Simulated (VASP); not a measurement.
# SnO2 (Fd-3m) in VASP: a series of runs

SnO2 is run at these levels: LDA; tasks: single point, relaxation of cell and atoms.

All numbers are computed with VASP 6.6.1; they aren't measurements. Logs are shortened: lines on timing, memory, paths and dates and some standing lists are left out, and cuts for length are marked.

### Step 1. The cell of the first run

Symmetry: Fd-3m, No. 227, cubic system. Conventional cell: a = 8.858 Å, b = 8.858 Å, c = 8.858 Å, α = 90.00°, β = 90.00°, γ = 90.00°. Within 2.8 Å of Sn (site symmetry -3m) lie 6 O at 2.08 Å. Within 2.8 Å of O (site symmetry 3m) lie 3 Sn at 2.08 Å and 3 O at 2.74 Å.

### Step 2. Single point, LDA

INCAR reads:

```
SYSTEM = SnO2
PREC = Accurate
ENCUT = 910
EDIFF = 1E-6
ISMEAR = 0
SIGMA = 0.02
LREAL = .FALSE.
LASPH = .TRUE.
NELM = 120
ALGO = Normal
ISIF = 2
LWAVE = .FALSE.
LCHARG = .FALSE.
NBANDS = 64
GGA_COMPAT = .FALSE.
```

KPOINTS reads:

```
regular mesh
0
G
  6 6 6
  0 0 0
```

POSCAR reads:

```
SnO2
1.0
    0.0000000000      4.4289551266      4.4289551266
    4.4289551266      0.0000000000      4.4289551266
    4.4289551266      4.4289551266      0.0000000000
Sn O
4 8
Direct
    0.1250000000      0.1250000000      0.6250000000
    0.6250000000      0.1250000000      0.1250000000
    0.1250000000      0.6250000000      0.1250000000
    0.1250000000      0.1250000000      0.1250000000
    0.8907311159      0.8907311159      0.8907311159
    0.8907311159      0.3278066522      0.8907311159
    0.8907311159      0.8907311159      0.3278066522
    0.3278066522      0.8907311159      0.8907311159
    0.9221933478      0.3592688841      0.3592688841
    0.3592688841      0.3592688841      0.9221933478
    0.3592688841      0.9221933478      0.3592688841
    0.3592688841      0.3592688841      0.3592688841
```

Potentials or basis: VASP PAW LDA potentials, release 64 (Sn_d, O_h).

Command:

```bash
cat potpaw_LDA.64/Sn_d/POTCAR potpaw_LDA.64/O_h/POTCAR > POTCAR
mpirun -np 1 vasp_std > vasp.out
```

OUTCAR:

```text
SYSTEM = SnO2
   PREC = Accurate
   ENCUT = 910
   EDIFF = 1E-6
   ISMEAR = 0
   LREAL = .FALSE.
   LASPH = .TRUE.
   NELM = 120
   ISIF = 2

 ion  position               nearest neighbor table
   1  0.125  0.125  0.625-   6 2.08   8 2.08   9 2.08  11 2.08   5 2.08  12 2.08   4 3.13   2 3.13
                             3 3.13   4 3.13   3 3.13   2 3.13
   2  0.625  0.125  0.125-   6 2.08   7 2.08  10 2.08  11 2.08   5 2.08  12 2.08   4 3.13   1 3.13
                             3 3.13   1 3.13   3 3.13   4 3.13
   3  0.125  0.625  0.125-   7 2.08   8 2.08   9 2.08  10 2.08   5 2.08  12 2.08   4 3.13   1 3.13
                             1 3.13   2 3.13   4 3.13   2 3.13
   4  0.125  0.125  0.125-   6 2.08   8 2.08   9 2.08  11 2.08  10 2.08   7 2.08   1 3.13   2 3.13
                             3 3.13   1 3.13   3 3.13   2 3.13
   5  0.891  0.891  0.891-   2 2.08   3 2.08   1 2.08
   6  0.891  0.328  0.891-   1 2.08   2 2.08   4 2.08
   7  0.891  0.891  0.328-   2 2.08   3 2.08   4 2.08
   8  0.328  0.891  0.891-   1 2.08   3 2.08   4 2.08
   9  0.922  0.359  0.359-   1 2.08   3 2.08   4 2.08
  10  0.359  0.359  0.922-   2 2.08   3 2.08   4 2.08
  11  0.359  0.922  0.359-   1 2.08   2 2.08   4 2.08
  12  0.359  0.359  0.359-   2 2.08   3 2.08   1 2.08

  LATTYP: Found a face centered cubic cell.
 ALAT       =     8.8579102532

  Lattice vectors:

 A1 = (   0.0000000000,   4.4289551266,   4.4289551266)
 A2 = (   4.4289551266,   0.0000000000,   4.4289551266)
 A3 = (   4.4289551266,   4.4289551266,   0.0000000000)

Analysis of symmetry for initial positions (statically):
=====================================================================
 Subroutine PRICEL returns:
 Original cell was already a primitive cell.

 Routine SETGRP: Setting up the symmetry group for a
 face centered cubic supercell.

 Subroutine GETGRP returns: Found 48 space group operations
 (whereof 24 operations were pure point group operations)
 out of a pool of 48 trial point group operations.

The static configuration has the point symmetry T_d .
 The point group associated with its full space group is O_h .

Analysis of symmetry for dynamics (positions and initial velocities):
=====================================================================
 Subroutine PRICEL returns:
 Original cell was already a primitive cell.

 Routine SETGRP: Setting up the symmetry group for a
 face centered cubic supercell.

 Subroutine GETGRP returns: Found 48 space group operations
 (whereof 24 operations were pure point group operations)
 out of a pool of 48 trial point group operations.

The dynamic configuration has the point symmetry T_d .
 The point group associated with its full space group is O_h .

 Subroutine INISYM returns: Found 48 space group operations
 (whereof 24 operations are pure point group operations),
 and found     1 'primitive' translations

----------------------------------------------------------------------------------------

                                     Primitive cell

  volume of cell :     173.7536

  direct lattice vectors                    reciprocal lattice vectors
     0.000000000  4.428955127  4.428955127    -0.112893445  0.112893445  0.112893445
     4.428955127  0.000000000  4.428955127     0.112893445 -0.112893445  0.112893445
     4.428955127  4.428955127  0.000000000     0.112893445  0.112893445 -0.112893445

  length of vectors
     6.263488407  6.263488407  6.263488407     0.195537182  0.195537182  0.195537182

  position of ions in fractional coordinates (direct lattice)
     0.125000000  0.125000000  0.625000000
     0.625000000  0.125000000  0.125000000
     0.125000000  0.625000000  0.125000000
     0.125000000  0.125000000  0.125000000
     0.890731116  0.890731116  0.890731116
     0.890731116  0.327806652  0.890731116
     0.890731116  0.890731116  0.327806652
     0.327806652  0.890731116  0.890731116
     0.922193348  0.359268884  0.359268884
     0.359268884  0.359268884  0.922193348
     0.359268884  0.922193348  0.359268884
     0.359268884  0.359268884  0.359268884

  ion indices of the primitive-cell ions
   primitive index   ion index
                 1           1
                 2           2
                 3           3
                 4           4
                 5           5
                 6           6
                 7           7
                 8           8
                 9           9
                10          10
                11          11
                12          12

----------------------------------------------------------------------------------------

 KPOINTS: regular mesh

Automatic generation of k-mesh.
 Grid dimensions read from file:
 generate k-points for:    6    6    6

 Generating k-lattice:

  Cartesian coordinates                     Fractional coordinates (reciprocal lattice)
    -0.018815574  0.018815574  0.018815574     0.166666667  0.000000000  0.000000000
     0.018815574 -0.018815574  0.018815574     0.000000000  0.166666667  0.000000000
     0.018815574  0.018815574 -0.018815574     0.000000000  0.000000000  0.166666667

  Length of vectors
     0.032589530  0.032589530  0.032589530

  Shift w.r.t. Gamma in fractional coordinates (k-lattice)
     0.000000000  0.000000000  0.000000000

 Subroutine IBZKPT returns following result:
 ===========================================

 Found     16 irreducible k-points:

 Following reciprocal coordinates:
            Coordinates               Weight
  0.000000  0.000000  0.000000      1.000000
  0.166667  0.000000  0.000000      8.000000
  0.333333  0.000000  0.000000      8.000000
  0.500000  0.000000  0.000000      4.000000
  0.166667  0.166667  0.000000      6.000000
  0.333333  0.166667  0.000000     24.000000
[... 8 lines left out ...]
 -0.333333  0.333333  0.166667     24.000000
 -0.333333  0.500000  0.166667     12.000000
   k-points           NKPTS =     16   k-points in BZ     NKDIM =     16   number of bands    NBANDS=     64
   number of dos      NEDOS =    301   number of ions     NIONS =     12
   total plane-waves  NPLWV = 262144
   dimension x,y,z NGX =    64 NGY =   64 NGZ =   64
   dimension x,y,z NGXF=   128 NGYF=  128 NGZF=  128
   ions per type =               4   8
   NGX,Y,Z   is equivalent  to a cutoff of  16.99, 16.99, 16.99 a.u.
   NGXF,Y,Z  is equivalent  to a cutoff of  33.97, 33.97, 33.97 a.u.
 SYSTEM =  SnO2
   PREC   = accura    normal or accurate (medium, high low for compatibility)
   ISTART =      0    job   : 0-new  1-cont  2-samecut
   ICHARG =      2    charge: 1-file 2-atom 10-const
   ISPIN  =      1    spin polarized calculation?
   LNONCOLLINEAR =      F non collinear calculations
   LSORBIT =      F    spin-orbit coupling
   LASPH  =      T    aspherical Exc in radial PAW
   ENCUT  =  910.0 eV  66.88 Ry    8.18 a.u.  15.41 15.41 15.41*2*pi/ulx,y,z
   NELM   =    120;   NELMIN=  2; NELMDL= -5     # of ELM steps
   EDIFF  = 0.1E-05   stopping-criterion for ELM
   LREAL  =      F    real-space projection
   EDIFFG = 0.1E-04   stopping-criterion for IOM
   NSW    =      0    number of steps for IOM
   IBRION =     -1    ionic relax: 0-MD 1-quasi-New 2-CG
   NFREE  =      0    steps in history (QN), initial steepest desc. (CG)
   ISIF   =      2    stress and relaxation
   ISYM   =      2    0-nonsym 1-usesym 2-fastsym
   POTIM  = 0.5000    time-step for ionic-motion
   TEBEG  =    0.0;   TEEND  =   0.0 temperature during run
   PSTRESS=    0.0 pullay stress
   NELECT =     104.0000    total number of electrons
   NUPDOWN=      -1.0000    fix difference up-down
   EMIN   =  10.00;   EMAX   =-10.00  energy-range for DOS
   EFERMI =   0.00;   METHOD = LEGACY
   ISMEAR =     0;   SIGMA  =   0.02  broadening in eV -4-tet -1-fermi 0-gaus
   EFERMI_NEDOS =   21; number of points for ismear=-14 and -15
   IALGO  =     38    algorithm
   IMIX   =      4    mixing-type and parameters
     AMIX     =   0.40;   BMIX     =  1.00
     AMIX_MAG =   1.60;   BMIX_MAG =  1.00
  volume/ion in A,a.u.               =      14.48        97.71
  Fermi-wavevector in a.u.,A,eV,Ry     =   1.379668  2.607195 25.898478  1.903484
  Thomas-Fermi vector in A             =   2.504616
   LORBIT       =      0    0 simple, 1 ext, 2 COOP (PROOUT), +10 PAW based schemes
   GGA     = CA    functional components
   LHFCALC =     F    Hartree Fock is set to
   AEXX    =    0.0000 exact exchange contribution
   IVDW    =     0    specifies the selected vdW correction
   LEPSILON=     F    determine dielectric tensor
   LRPA    =     F    only Hartree local field effects (RPA)
 non-spin polarized calculation
 Gauss-broadening in eV      SIGMA  =   0.02
  energy-cutoff  :      910.00
  volume of cell :      173.75
 maximum number of plane-waves:     10850
 NGX is ok and might be reduce to    64
   NGX = 31   NGY = 31   NGZ = 31

 number of electron     104.0000021 magnetization

 Free energy of the ion-electron system (eV)
  ---------------------------------------------------
  ext. energy  EPLUGINS =         0.00000000
  ---------------------------------------------------
  free energy    TOTEN  =       -81.53114218 eV

  energy without entropy =      -81.53114218  energy(sigma->0) =      -81.53114218

 E-fermi :   3.2825     XC(G=0): -10.4332

 val. band max:        3.1897336753   @ k =   0.0000   0.0000   0.0000
 cond. band min:       5.2811706400   @ k =   0.0000   0.0000   0.0000
 fundamental gap:      2.0914369647
 Fermi energy:         3.2824747646

 k-point     1 :       0.0000    0.0000    0.0000
  band No.  band energies     occupation
      1     -17.4252      2.00000
      2     -17.4252      2.00000
      3     -17.4252      2.00000
      4     -16.8566      2.00000
      5     -16.5405      2.00000
      6     -16.5405      2.00000
[... 56 lines left out ...]
     63      14.0695      0.00000
     64      14.5517      0.00000

 k-point     2 :       0.1667    0.0000    0.0000
  band No.  band energies     occupation
      1     -17.4192      2.00000
      2     -17.3757      2.00000
      3     -17.3757      2.00000
      4     -16.8219      2.00000
      5     -16.5559      2.00000
      6     -16.5559      2.00000
[... 56 lines left out ...]
     63      13.9192      0.00000
     64      14.2605      0.00000

 k-point     3 :       0.3333    0.0000    0.0000
  band No.  band energies     occupation
      1     -17.4081      2.00000
      2     -17.2403      2.00000
      3     -17.2403      2.00000
      4     -16.7334      2.00000
      5     -16.6848      2.00000
      6     -16.6848      2.00000
[... 860 lines left out ...]
     63      13.4142      0.00000
     64      13.4808      0.00000

 k-point    16 :      -0.3333    0.5000    0.1667
  band No.  band energies     occupation
      1     -17.1859      2.00000
      2     -17.1859      2.00000
      3     -16.9942      2.00000
      4     -16.9942      2.00000
      5     -16.7215      2.00000
      6     -16.7215      2.00000
[... 56 lines left out ...]
     63      13.5830      0.00000
     64      13.5939      0.00000

------------------------ aborting loop because EDIFF is reached ----------------------------------------

  FORCE on cell =-STRESS in cart. coord.  units (eV):
  Direction    XX          YY          ZZ          XY          YZ          ZX
  --------------------------------------------------------------------------------------
  -------------------------------------------------------------------------------------
  Total        0.7777714      0.7777714      0.7777714      0.0000000      0.0000000     -0.0000000
  in kB        7.1718091      7.1718091      7.1718091      0.0000000      0.0000000     -0.0000000
  external PRESSURE =       7.1718091 kB  Pullay stress =       0.0000000 kB

 VOLUME and BASIS-vectors are now :
 -----------------------------------------------------------------------------
  energy-cutoff  :      910.00
  volume of cell :      173.75
      direct lattice vectors                 reciprocal lattice vectors
     0.000000000  4.428955127  4.428955127    -0.112893445  0.112893445  0.112893445
     4.428955127  0.000000000  4.428955127     0.112893445 -0.112893445  0.112893445
     4.428955127  4.428955127  0.000000000     0.112893445  0.112893445 -0.112893445

 POSITION                                       TOTAL-FORCE (eV/Angst)
 -----------------------------------------------------------------------------------
      3.32172      3.32172      1.10724        -0.000000     -0.000000     -0.000000
      1.10724      3.32172      3.32172        -0.000000     -0.000000     -0.000000
      3.32172      1.10724      3.32172        -0.000000     -0.000000     -0.000000
      1.10724      1.10724      1.10724        -0.000000     -0.000000     -0.000000
      7.89002      7.89002      7.89002        -0.058687     -0.058687     -0.058687
      5.39685      7.89002      5.39685         0.058687     -0.058687      0.058687
      5.39685      5.39685      7.89002         0.058687      0.058687     -0.058687
      7.89002      5.39685      5.39685        -0.058687      0.058687      0.058687
      3.18237      5.67554      5.67554         0.058687     -0.058687     -0.058687
      5.67554      5.67554      3.18237        -0.058687     -0.058687      0.058687
      5.67554      3.18237      5.67554        -0.058687      0.058687     -0.058687
      3.18237      3.18237      3.18237         0.058687      0.058687      0.058687
 -----------------------------------------------------------------------------------
    total drift:                               -0.000000     -0.000000     -0.000000

  FREE ENERGIE OF THE ION-ELECTRON SYSTEM (eV)
  ---------------------------------------------------
  free  energy   TOTEN  =       -81.5311421806 eV

  energy  without entropy=      -81.5311421806  energy(sigma->0) =      -81.53114218
```

Run time: 8.3 min. Hardware: 1 thread of Intel Xeon Platinum 8259CL at 2.50GHz (Skylake/Cascade Lake), shared host; peak memory 0.58 GiB.

What came out:

```yaml
Free_energy: -81.5311 eV
Pressure: 0.7 GPa
Largest_force: 0.102 eV/Å
Band_gap_on_the_k_mesh: 2.09 eV
```

Forces in eV/Å, atoms in the order of the input:
```
Sn   0.000  0.000  0.000
Sn   0.000  0.000  0.000
Sn   0.000  0.000  0.000
Sn   0.000  0.000  0.000
O   -0.059 -0.059 -0.059
O    0.059 -0.059  0.059
O    0.059  0.059 -0.059
O   -0.059  0.059  0.059
O    0.059 -0.059 -0.059
O   -0.059 -0.059  0.059
O   -0.059  0.059 -0.059
O    0.059  0.059  0.059
```

Caveat: spin-orbit coupling is left out, which moves the levels of the heavy elements. A k mesh can miss the band edges.

### Step 3. Relaxation of cell and atoms, LDA

This run uses another cell than the first one, of 14.55 Å³/atom.

INCAR reads:

```
ALGO     = Normal         # electronic algorithm
EDIFF    = 1E-6           # SCF threshold, eV
EDIFFG   = -0.005         # ionic threshold
ENCUT    = 600            # plane-wave cutoff, eV
IBRION   = 2              # ionic algorithm
ISIF     = 3              # what is computed and relaxed
ISMEAR   = 0              # smearing method
LASPH    = True           # aspherical terms in the spheres
LCHARG   = False          # write CHGCAR
LREAL    = False          # projectors in reciprocal space
LWAVE    = False          # write WAVECAR
NELM     = 100            # most SCF steps
NSW      = 100            # ionic steps
PREC     = Accurate       # precision mode
SIGMA    = 0.02           # smearing width, eV
```

KPOINTS reads:

```
k-points
0
Gamma
  6 6 6
```

POSCAR reads:

```
SnO2
1.0
    0.0000000000      4.4365685753      4.4365685753
    4.4365685753      0.0000000000      4.4365685753
    4.4365685753      4.4365685753      0.0000000000
Sn O
4 8
Direct
    0.1250000000      0.1250000000      0.6250000000
    0.6250000000      0.1250000000      0.1250000000
    0.1250000000      0.6250000000      0.1250000000
    0.1250000000      0.1250000000      0.1250000000
    0.8912079885      0.8912079885      0.8912079885
    0.8912079885      0.3263760345      0.8912079885
    0.8912079885      0.8912079885      0.3263760345
    0.3263760345      0.8912079885      0.8912079885
    0.9236239655      0.3587920115      0.3587920115
    0.3587920115      0.3587920115      0.9236239655
    0.3587920115      0.9236239655      0.3587920115
    0.3587920115      0.3587920115      0.3587920115
```

Potentials or basis: VASP PAW LDA potentials, release 64 (Sn_d, O).

Command:

```bash
cat potpaw_LDA.64/Sn_d/POTCAR potpaw_LDA.64/O/POTCAR > POTCAR
mpirun -np 1 vasp_std > vasp.out
```

It took 11 min on 1 thread of AMD EPYC 9R45 (Zen 5), shared host; peak memory 0.34 GiB.

Results (log left out):

```yaml
Free_energy: -81.3975 eV
Relaxed_volume: 14.55 Å³/atom
Relaxed_cell: a = 6.273 Å, b = 6.273 Å, c = 6.273 Å, α = 60.00°, β = 60.00°, γ = 60.00°
Space_group_after_relaxing_to_0.1_Å: Fd-3m (No. 227)
Energy_gained_by_relaxing: 0.5 meV/atom
Ionic_steps: 7
Pressure_after_relaxing: 0.0 GPa
Largest_force_after_relaxing: 0.004 eV/Å
Band_gap_on_the_k_mesh: 2.04 eV
```

Forces in eV/Å, atoms in the order of the input:
```
Sn   0.000  0.000  0.000
Sn   0.000  0.000  0.000
Sn   0.000  0.000  0.000
Sn   0.000  0.000  0.000
O   -0.002 -0.002 -0.002
O    0.002 -0.002  0.002
O    0.002  0.002 -0.002
O   -0.002  0.002  0.002
O    0.002 -0.002 -0.002
O   -0.002 -0.002  0.002
O   -0.002  0.002 -0.002
O    0.002  0.002  0.002
```

Step by step:
```
step  energy change (eV)  largest force (eV/Å)  pressure (GPa)  volume (Å³)
   1              0.0000                0.1624            0.82       174.65
   2              0.0026                0.1045           -1.54       176.54
   3             -0.0043                0.0431           -0.28       175.48
   4             -0.0043                0.0472           -0.20       175.45
   5             -0.0054                0.0309           -0.13       175.12
   6             -0.0060                0.0001            0.06       174.48
   7             -0.0060                0.0040            0.02       174.56
```

Final structure:
```cif
data_structure
_symmetry_space_group_name_H-M 'P 1'
_symmetry_Int_Tables_number 1
_cell_length_a 6.2732
_cell_length_b 6.2732
_cell_length_c 6.2732
_cell_angle_alpha 60.000
_cell_angle_beta 60.000
_cell_angle_gamma 60.000
_cell_volume 174.56
loop_
_atom_site_label
_atom_site_type_symbol
_atom_site_fract_x
_atom_site_fract_y
_atom_site_fract_z
_atom_site_occupancy
Sn1 Sn 0.12500 0.12500 0.62500 1
Sn2 Sn 0.62500 0.12500 0.12500 1
Sn3 Sn 0.12500 0.62500 0.12500 1
Sn4 Sn 0.12500 0.12500 0.12500 1
O1 O 0.89060 0.89060 0.89060 1
O2 O 0.89060 0.32821 0.89060 1
O3 O 0.89060 0.89060 0.32821 1
O4 O 0.32821 0.89060 0.89060 1
O5 O 0.92179 0.35940 0.35940 1
O6 O 0.35940 0.35940 0.92179 1
O7 O 0.35940 0.92179 0.35940 1
O8 O 0.35940 0.35940 0.35940 1
```

Levels at points of the mesh, in eV from the valence-band top:
```
           k point  band 49  band 50  band 51  band 52  band 53  band 54  band 55  band 56
(0.00, 0.00, 0.00)    -0.44     0.00     0.00     0.00     2.04     5.58     5.58     5.58
(0.50, 0.00, 0.00)    -0.28    -0.28    -0.23    -0.23     3.77     5.38     5.98     5.98
(0.50, 0.50, 0.00)    -0.58    -0.58    -0.03    -0.03     4.76     4.76     6.17     6.17
```

Caveat: spin-orbit coupling is left out, which moves the levels of the heavy elements.
